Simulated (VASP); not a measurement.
# ZnF2 (P4_2/mnm) in VASP: vibrations by perturbation theory with PBEsol

Aim: the vibrations by perturbation theory of ZnF2 with PBEsol.

All numbers are computed with VASP 6.6.1; they aren't measurements. Logs are shortened: lines on timing, memory, paths and dates and some standing lists are left out, and cuts for length are marked.

**1. The cell of the first run**

The structure is tetragonal, space group P4_2/mnm (No. 136). Conventional cell: a = 4.717 Å, b = 4.717 Å, c = 3.129 Å, α = 90.00°, β = 90.00°, γ = 90.00°. Within 2.7 Å of Zn (site symmetry mmm) lie 6 F at 2.03 to 2.04 Å. F (site symmetry m2m) has 3 Zn at 2.03 to 2.04 Å and 1 F at 2.62 Å within 2.7 Å.

**2. Vibrations by perturbation theory, PBEsol**

INCAR reads:

```
PREC     = Accurate       # precision mode
ENCUT    = 600            # plane-wave cutoff, eV
EDIFF    = 1E-8           # SCF threshold, eV
ISMEAR   = 0              # smearing method
SIGMA    = 0.01           # smearing width, eV
LREAL    = False          # projectors in reciprocal space
LASPH    = True           # aspherical terms in the spheres
NELM     = 120            # most SCF steps
ALGO     = Normal         # electronic algorithm
ISIF     = 2              # what is computed and relaxed
LWAVE    = False          # write WAVECAR
LCHARG   = False          # write CHGCAR
GGA      = PS             # functional
IBRION   = 8              # ionic algorithm
NSW      = 1              # ionic steps
LEPSILON = True           # dielectric tensor by DFPT
GGA_COMPAT= False
```

KPOINTS reads:

```
regular mesh
0
Gamma
  4 4 6
```

POSCAR reads:

```
ZnF2
1.0
    4.7171583536      0.0000000000      0.0000000000
    0.0000000000      4.7171583536      0.0000000000
    0.0000000000      0.0000000000      3.1286502808
Zn F
2 4
Direct
    0.5000000000      0.5000000000      0.5000000000
    0.0000000000      0.0000000000      0.0000000000
    0.6961638944      0.6961638944      0.0000000000
    0.8038361056      0.1961638944      0.5000000000
    0.3038361056      0.3038361056      0.0000000000
    0.1961638944      0.8038361056      0.5000000000
```

Potentials or basis: VASP PAW PBE potentials, release 64 (Zn, F).

Command:

```sh
> cat potpaw_PBE.64/Zn/POTCAR potpaw_PBE.64/F/POTCAR > POTCAR
> mpirun -np 1 vasp_std > vasp.out
```

OUTCAR:

```text
PREC = Accurate
   ENCUT = 600
   EDIFF = 1E-8
   ISMEAR = 0
   LREAL = False
   LASPH = True
   NELM = 120
   ISIF = 2
   GGA = PS
   IBRION = 8
   NSW = 1
   LEPSILON = True

 ion  position               nearest neighbor table
   1  0.500  0.500  0.500-   4 2.03   6 2.03   5 2.04   3 2.04   3 2.04   5 2.04
   2  0.000  0.000  0.000-   3 2.03   5 2.03   4 2.04   6 2.04   4 2.04   6 2.04
   3  0.696  0.696  0.000-   2 2.03   1 2.04   1 2.04
   4  0.804  0.196  0.500-   1 2.03   2 2.04   2 2.04
   5  0.304  0.304  0.000-   2 2.03   1 2.04   1 2.04
   6  0.196  0.804  0.500-   1 2.03   2 2.04   2 2.04

  LATTYP: Found a simple tetragonal cell.
 ALAT       =     4.7171583536
 C/A-ratio  =     0.6632489406

  Lattice vectors:

 A1 = (   4.7171583536,   0.0000000000,   0.0000000000)
 A2 = (   0.0000000000,   4.7171583536,   0.0000000000)
 A3 = (   0.0000000000,   0.0000000000,   3.1286502808)

Analysis of symmetry for initial positions (statically):
=====================================================================
 Subroutine PRICEL returns:
 Original cell was already a primitive cell.

 Routine SETGRP: Setting up the symmetry group for a
 simple tetragonal supercell.

 Subroutine GETGRP returns: Found 16 space group operations
 (whereof  8 operations were pure point group operations)
 out of a pool of 16 trial point group operations.

The static configuration has the point symmetry D_2h.
 The point group associated with its full space group is D_4h.

Analysis of symmetry for dynamics (positions and initial velocities):
=====================================================================
 Subroutine PRICEL returns:
 Original cell was already a primitive cell.

 Routine SETGRP: Setting up the symmetry group for a
 simple tetragonal supercell.

 Subroutine GETGRP returns: Found 16 space group operations
 (whereof  8 operations were pure point group operations)
 out of a pool of 16 trial point group operations.

The dynamic configuration has the point symmetry D_2h.
 The point group associated with its full space group is D_4h.

 Subroutine INISYM returns: Found 16 space group operations
 (whereof  8 operations are pure point group operations),
 and found     1 'primitive' translations

----------------------------------------------------------------------------------------

                                     Primitive cell

  volume of cell :      69.6174

  direct lattice vectors                    reciprocal lattice vectors
     4.717158354  0.000000000  0.000000000     0.211992035  0.000000000  0.000000000
     0.000000000  4.717158354  0.000000000     0.000000000  0.211992035  0.000000000
     0.000000000  0.000000000  3.128650281     0.000000000  0.000000000  0.319626647

  length of vectors
     4.717158354  4.717158354  3.128650281     0.211992035  0.211992035  0.319626647

  position of ions in fractional coordinates (direct lattice)
     0.500000000  0.500000000  0.500000000
     0.000000000  0.000000000  0.000000000
     0.696163894  0.696163894  0.000000000
     0.803836106  0.196163894  0.500000000
     0.303836106  0.303836106  0.000000000
     0.196163894  0.803836106  0.500000000

  ion indices of the primitive-cell ions
   primitive index   ion index
                 1           1
                 2           2
                 3           3
                 4           4
                 5           5
                 6           6
[... 1028 lines left out ...]
    -0.00680 -0.01119 -1.92789
    -0.01119 -0.00680 -1.92789
    -1.58203 -1.58203  0.00128

 MACROSCOPIC STATIC DIELECTRIC TENSOR (including local field effects in DFT)
 ------------------------------------------------------
           2.537341    -0.000000     0.000000
          -0.000000     2.537341     0.000000
           0.000000     0.000000     2.641897
 ------------------------------------------------------

 PIEZOELECTRIC TENSOR (including local field effects)  for field in x, y, z        (e  Angst)
          XX          YY          ZZ          XY          YZ          ZX
  --------------------------------------------------------------------------------
  x     0.00000     0.00000     0.00000     0.00000     0.00000     0.00000
  y     0.00000     0.00000     0.00000     0.00000     0.00000     0.00000
  z     0.00000     0.00000     0.00000     0.00000     0.00000     0.00000

 PIEZOELECTRIC TENSOR (including local field effects)  for field in x, y, z        (C/m^2)
          XX          YY          ZZ          XY          YZ          ZX
  --------------------------------------------------------------------------------
  x     0.00000     0.00000     0.00000     0.00000     0.00000     0.00000
  y     0.00000     0.00000     0.00000     0.00000     0.00000     0.00000
  z     0.00000     0.00000     0.00000     0.00000     0.00000     0.00000

 BORN EFFECTIVE CHARGES (including local field effects) (in |e|, cummulative output)
 ---------------------------------------------------------------------------------
 ion    1
    1     2.22293    -0.15829     0.00000
    2    -0.15829     2.22293     0.00000
    3     0.00000     0.00000     2.40598
 ion    2
    1     2.22293     0.15829     0.00000
    2     0.15829     2.22293     0.00000
    3     0.00000     0.00000     2.40598
 ion    3
    1    -1.11146    -0.40853     0.00000
    2    -0.40853    -1.11146     0.00000
    3     0.00000     0.00000    -1.20299
 ion    4
    1    -1.11146     0.40853     0.00000
    2     0.40853    -1.11146     0.00000
    3     0.00000     0.00000    -1.20299
 ion    5
    1    -1.11146    -0.40853     0.00000
    2    -0.40853    -1.11146     0.00000
    3     0.00000     0.00000    -1.20299
 ion    6
    1    -1.11146     0.40853     0.00000
    2     0.40853    -1.11146     0.00000
    3     0.00000     0.00000    -1.20299

 INTERNAL STRAIN TENSOR FOR ION    6 for displacements in x,y,z  (eV/Angst):
          X           Y           Z          XY          YZ          ZX
  --------------------------------------------------------------------------------
  x    -1.19271    -0.66776    -2.08839    -0.85098     0.00000     0.00000
  y     0.66776     1.19271     2.08839     0.85199     0.00000     0.00000
  z     0.00000     0.00000     0.00000     0.00000     1.58203    -1.92789

 SECOND DERIVATIVES (NOT SYMMETRIZED)
 ------------------------------------
               1X          1Y          1Z          2X          2Y          2Z          3X          3Y          3Z          4X          4Y          4Z          5X          5Y          5Z          6X          6Y          6Z
  1X    -9.999203    0.171690    0.000000    4.029087    0.002133    0.000000    1.744516    1.562390    0.000000    1.240542   -1.649302    0.000000    1.744516    1.562390    0.000000    1.240542   -1.649302    0.000000
  1Y     0.171690   -9.999203    0.000000    0.002133    4.029087    0.000000    1.562390    1.744516    0.000000   -1.649302    1.240542    0.000000    1.562390    1.744516    0.000000   -1.649302    1.240542    0.000000
  1Z     0.000000    0.000000   -8.201216    0.000000    0.000000    0.076454    0.000000    0.000000    4.108457    0.000000    0.000000   -0.046076    0.000000    0.000000    4.108457    0.000000    0.000000   -0.046076
  2X     4.029087   -0.002133    0.000000   -9.999203   -0.171690    0.000000    1.240542    1.649302    0.000000    1.744516   -1.562390    0.000000    1.240542    1.649302    0.000000    1.744516   -1.562390    0.000000
  2Y    -0.002133    4.029087    0.000000   -0.171690   -9.999203    0.000000    1.649302    1.240542    0.000000   -1.562390    1.744516    0.000000    1.649302    1.240542    0.000000   -1.562390    1.744516    0.000000
  2Z     0.000000    0.000000    0.076454    0.000000    0.000000   -8.201216    0.000000    0.000000   -0.046076    0.000000    0.000000    4.108457    0.000000    0.000000   -0.046076    0.000000    0.000000    4.108457
  3X     1.723061    1.570995    0.000000    1.248386    1.656088    0.000000   -6.402224   -4.334092    0.000000   -0.578964    0.767089    0.000000    1.159071    1.119934    0.000000    2.850669   -0.780014    0.000000
  3Y     1.570995    1.723061    0.000000    1.656088    1.248386    0.000000   -4.334092   -6.402224    0.000000   -0.780014    2.850669    0.000000    1.119934    1.159071    0.000000    0.767089   -0.578964    0.000000
  3Z     0.000000    0.000000    4.107582    0.000000    0.000000   -0.056512    0.000000    0.000000   -5.024227    0.000000    0.000000    0.906002    0.000000    0.000000   -0.838848    0.000000    0.000000    0.906002
  4X     1.248386   -1.656088    0.000000    1.723061   -1.570995    0.000000   -0.578964   -0.767089    0.000000   -6.402224    4.334092    0.000000    2.850669    0.780014    0.000000    1.159071   -1.119934    0.000000
  4Y    -1.656088    1.248386    0.000000   -1.570995    1.723061    0.000000    0.780014    2.850669    0.000000    4.334092   -6.402224    0.000000   -0.767089   -0.578964    0.000000   -1.119934    1.159071    0.000000
  4Z     0.000000    0.000000   -0.056512    0.000000    0.000000    4.107582    0.000000    0.000000    0.906002    0.000000    0.000000   -5.024227    0.000000    0.000000    0.906002    0.000000    0.000000   -0.838848
  5X     1.723061    1.570995    0.000000    1.248386    1.656088    0.000000    1.159071    1.119934    0.000000    2.850669   -0.780014    0.000000   -6.402224   -4.334092    0.000000   -0.578964    0.767089    0.000000
  5Y     1.570995    1.723061    0.000000    1.656088    1.248386    0.000000    1.119934    1.159071    0.000000    0.767089   -0.578964    0.000000   -4.334092   -6.402224    0.000000   -0.780014    2.850669    0.000000
  5Z     0.000000    0.000000    4.107582    0.000000    0.000000   -0.056512    0.000000    0.000000   -0.838848    0.000000    0.000000    0.906002    0.000000    0.000000   -5.024227    0.000000    0.000000    0.906002
  6X     1.248386   -1.656088    0.000000    1.723061   -1.570995    0.000000    2.850669    0.780014    0.000000    1.159071   -1.119934    0.000000   -0.578964   -0.767089    0.000000   -6.402224    4.334092    0.000000
  6Y    -1.656088    1.248386    0.000000   -1.570995    1.723061    0.000000   -0.767089   -0.578964    0.000000   -1.119934    1.159071    0.000000    0.780014    2.850669    0.000000    4.334092   -6.402224    0.000000
  6Z     0.000000    0.000000   -0.056512    0.000000    0.000000    4.107582    0.000000    0.000000    0.906002    0.000000    0.000000   -0.838848    0.000000    0.000000    0.906002    0.000000    0.000000   -5.024227

 Eigenvectors and eigenvalues of the dynamical matrix
 ----------------------------------------------------

   1 f  =   15.213782 THz    95.591012 2PiTHz  507.477144 cm-1    62.919119 meV
             X         Y         Z           dx          dy          dz
      2.358579  2.358579  1.564325    -0.000000   -0.000000    0.000000
      0.000000  0.000000  0.000000    -0.000000   -0.000000    0.000000
      3.283915  3.283915  0.000000     0.353553    0.353553   -0.000000
      3.791822  0.925336  1.564325     0.353553   -0.353553    0.000000
      1.433243  1.433243  0.000000    -0.353553   -0.353553   -0.000000
      0.925336  3.791822  1.564325    -0.353553    0.353553   -0.000000
[... 145 lines left out ...]
  18 f/i=    0.008896 THz     0.055896 2PiTHz    0.296742 cm-1     0.036791 meV
             X         Y         Z           dx          dy          dz
      2.358579  2.358579  1.564325    -0.441224    0.347785    0.000000
      0.000000  0.000000  0.000000    -0.441158    0.347700    0.000000
      3.283915  3.283915  0.000000    -0.238592    0.188105    0.000000
      3.791822  0.925336  1.564325    -0.238390    0.187848    0.000000
      1.433243  1.433243  0.000000    -0.238592    0.188105    0.000000
      0.925336  3.791822  1.564325    -0.238390    0.187848    0.000000

--------------------------------------------------------------------------------------------------------

 MACROSCOPIC STATIC DIELECTRIC TENSOR IONIC CONTRIBUTION
 ------------------------------------------------------
           5.927149    -0.000000    -0.000000
          -0.000000     5.927149    -0.000000
          -0.000000    -0.000000     3.707263
 ------------------------------------------------------

 ELASTIC MODULI CONTR FROM IONIC RELAXATION (kBar)
 Direction    XX          YY          ZZ          XY          YZ          ZX
 --------------------------------------------------------------------------------
 XX         -76.2580     36.6197    -44.4944     -0.0000      0.0000     -0.0000
 YY          36.6197    -76.2580    -44.4944      0.0000     -0.0000      0.0000
 ZZ         -44.4944    -44.4944    -99.8909      0.0000     -0.0000     -0.0000
 XY          -0.0000      0.0000      0.0000     -7.4192      0.0000     -0.0000
 YZ           0.0000     -0.0000     -0.0000      0.0000    -55.0485      0.0000
 ZX          -0.0000      0.0000     -0.0000     -0.0000      0.0000    -81.7493
 --------------------------------------------------------------------------------

 PIEZOELECTRIC TENSOR IONIC CONTR  for field in x, y, z        (C/m^2)
          XX          YY          ZZ          XY          YZ          ZX
  --------------------------------------------------------------------------------
  x    -0.00000     0.00000    -0.00000    -0.00000     0.00000     0.00000
  y    -0.00000     0.00000     0.00000     0.00000     0.00000    -0.00000
  z     0.00000    -0.00000    -0.00000     0.00000    -0.00000     0.00000
```

Wall time 31 min (1 thread of Oxide Virtual Turin-like, shared host); peak memory 0.5 GiB.

Results:

- Electronic dielectric tensor (diagonal): 2.54, 2.54, 2.64
- Born charges (mean of the diagonal): Zn +2.28; F -1.14 e
- Highest phonon frequency at Γ, LO-TO splitting left out: 507 cm⁻¹

Phonon frequencies in cm⁻¹ (negative: imaginary):
```
              q point                                                       frequencies
(0.000, 0.000, 0.000)  0 0 0 57 115 160 160 239 242 242 245 245 303 339 362 386 386 507
```

Electronic dielectric tensor:
```
2.54 0.00 0.00
0.00 2.54 0.00
0.00 0.00 2.64
```

Born effective charge tensors (e):
atom 1, Zn
```
 2.22 -0.16  0.00
-0.16  2.22  0.00
 0.00  0.00  2.41
```
atom 2, Zn
```
2.22 0.16 0.00
0.16 2.22 0.00
0.00 0.00 2.41
```
atom 3, F
```
-1.11 -0.41  0.00
-0.41 -1.11  0.00
 0.00  0.00 -1.20
```
atom 4, F
```
-1.11  0.41  0.00
 0.41 -1.11  0.00
 0.00  0.00 -1.20
```
atom 5, F
```
-1.11 -0.41  0.00
-0.41 -1.11  0.00
 0.00  0.00 -1.20
```
atom 6, F
```
-1.11  0.41  0.00
 0.41 -1.11  0.00
 0.00  0.00 -1.20
```
